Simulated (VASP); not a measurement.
## Mn3Si: single point with PBEsol+U

Mn3Si:

```
Si Mn
1.0
     0.00000    2.89996    2.89996
     2.89996    0.00000    2.89996
     2.89996    2.89996    0.00000
Si Mn
1 3
Direct
  0.00000 0.00000 0.00000
  0.50000 0.50000 0.50000
  0.25000 0.25000 0.25000
  0.75000 0.75000 0.75000
```

```json
{"Program": "VASP 6.6.1", "Task": "single point", "Functional": "PBEsol", "Potentials or basis": "VASP PAW PBE potentials, release 64 (Si, Mn_pv)", "Cutoff": "520 eV", "k mesh": "5 × 5 × 5", "Occupations": "gaussian, width 0.0699 eV", "Spin": "collinear spin, ferrimagnetic start", "Starting moments": "[0.0, -3.9, 3.3, 3.3] μB", "Hubbard terms": "Mn d U = 4.73 eV", "Dipole correction": "no", "Further INCAR settings": "ALGO = Normal; EDIFF = 1e-07; NBANDS = 34"}
```

The pressure is 32.1 GPa. The net moment is 3.36 μB per cell, the site moments are Si -0.09; Mn -4.12, +3.81 μB and the valence electrons inside the program's atomic spheres are Si 1.71; Mn 11.76, 11.82.

Levels at points of the mesh, in eV from the Fermi level:
Spin up:
```csv
k point,band 19,band 20,band 21,band 22,band 23,band 24,band 25,band 26,band 27,band 28
"(0.00, 0.00, 0.00)",-3.70,-3.70,-0.81,-0.81,-0.81,2.03,2.03,2.09,2.09,2.09
```
Spin down:
| k point | band 18 | band 19 | band 20 | band 21 | band 22 | band 23 |
| --- | --- | --- | --- | --- | --- | --- |
| (0.00, 0.00, 0.00) | -3.42 | 0.05 | 0.05 | 1.74 | 2.47 | 2.47 |

Eigenvalues of the final occupation matrices:
| site | spin | trace | eigenvalues |
| --- | --- | --- | --- |
| site 2 d | 1 | 0.54 | 0.06 0.06 0.14 0.14 0.14 |
| site 2 d | 2 | 4.50 | 0.87 0.87 0.87 0.95 0.95 |
| site 3 d | 1 | 4.43 | 0.87 0.87 0.87 0.91 0.91 |
| site 3 d | 2 | 0.70 | 0.13 0.13 0.13 0.16 0.16 |
| site 4 d | 1 | 4.43 | 0.87 0.87 0.87 0.91 0.91 |
| site 4 d | 2 | 0.70 | 0.13 0.13 0.13 0.16 0.16 |

Run time: 27 s on 1 thread of AMD EPYC 9R45 96-Core Processor (Zen 5), with other jobs on the host, peak memory 0.18 GiB.

Caveat: the k points lie up to 0.38 Å⁻¹ apart; the PAW data sets were made with another functional, which shifts forces and pressure a little; the U is typed as a test and isn't derived for this compound. The state reached can hang on the start; a lower one may exist.
